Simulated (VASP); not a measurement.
A run of VASP 6.6.1:

File INCAR:

```
PREC = Accurate ; ENCUT = 520
EDIFF = 1E-7 ; ISMEAR = 0
SIGMA = 0.05 ; LREAL = False
LASPH = True ; NELM = 60
ALGO = Normal ; ISIF = 2
LWAVE = False ; LCHARG = False
GGA = PE ; NBANDS = 28
```

KPOINTS

```
Automatic mesh
0
Gamma
  8 8 8
```

Contents of POSCAR:

```
BaTiO3
1.0
    4.0192501416      0.0000000000      0.0000000000
    0.0000000000      4.0192501416      0.0000000000
    0.0000000000      0.0000000000      4.1398276458
Ba Ti O
1 1 3
Direct
    0.5000000000      0.5000000000      0.5000000000
    0.0000000000      0.0000000000      0.0000000000
    0.5000000000      0.0000000000      0.0000000000
    0.0000000000      0.5000000000      0.0000000000
    0.0000000000      0.0000000000      0.5000000000
```

Potentials or basis: VASP PAW PBE potentials, release 64 (Ba_sv, Ti_sv, O).

Run with:

```console
$ cat potpaw_PBE.64/Ba_sv/POTCAR potpaw_PBE.64/Ti_sv/POTCAR potpaw_PBE.64/O/POTCAR > POTCAR
$ mpirun -np 1 vasp_std > vasp.out
```

Hardware: 1 thread of Intel(R) Xeon(R) 6975P-C (Granite Rapids), on a shared host.

**Question.** How long does it take, and how much memory?

**Answer.** Wall time 61 s on 1 thread of Intel(R) Xeon(R) 6975P-C (Granite Rapids), on a shared host, peak memory 0.27 GiB. Counts: scf iterations 17, k points 75.
